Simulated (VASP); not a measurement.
Here is a VASP 6.6.1 calculation.

File INCAR:

```
PREC = Accurate
ENCUT = 520
EDIFF = 1E-6
ISMEAR = 0
SIGMA = 0.05
LREAL = F
LASPH = T
NELM = 60
ALGO = Normal
ISIF = 2
LWAVE = F
LCHARG = T
GGA = CA
LELF = T
LVHAR = T
NBANDS = 25
```

KPOINTS

```
Automatic mesh
0
Gamma
  6 6 10
```

The input POSCAR:

```
SiO2
1.0
    4.1103506676      0.0000000000      0.0000000000
    0.0000000000      4.1103506676      0.0000000000
    0.0000000000      0.0000000000      2.6326159088
Si O
2 4
Direct
    0.5000000000      0.5000000000      0.5000000000
    0.0000000000      0.0000000000      0.0000000000
    0.6944252994      0.6944252994      0.0000000000
    0.1944252994      0.8055747006      0.5000000000
    0.3055747006      0.3055747006      0.0000000000
    0.8055747006      0.1944252994      0.5000000000
```

Potentials or basis: VASP PAW LDA potentials, release 64 (Si, O).

Run with:

```bash
$ cat potpaw_LDA.64/Si/POTCAR potpaw_LDA.64/O/POTCAR > POTCAR
$ mpirun -np 1 vasp_std > vasp.out
```

Question: What does it give for the largest force?

Answer: 0.257 eV/Å.

Question: What does it give for the pressure?

Answer: 12.9 GPa.

Stress tensor (GPa, compression positive):
```
11.81  0.00  0.00
 0.00 11.81  0.00
 0.00  0.00 15.18
```
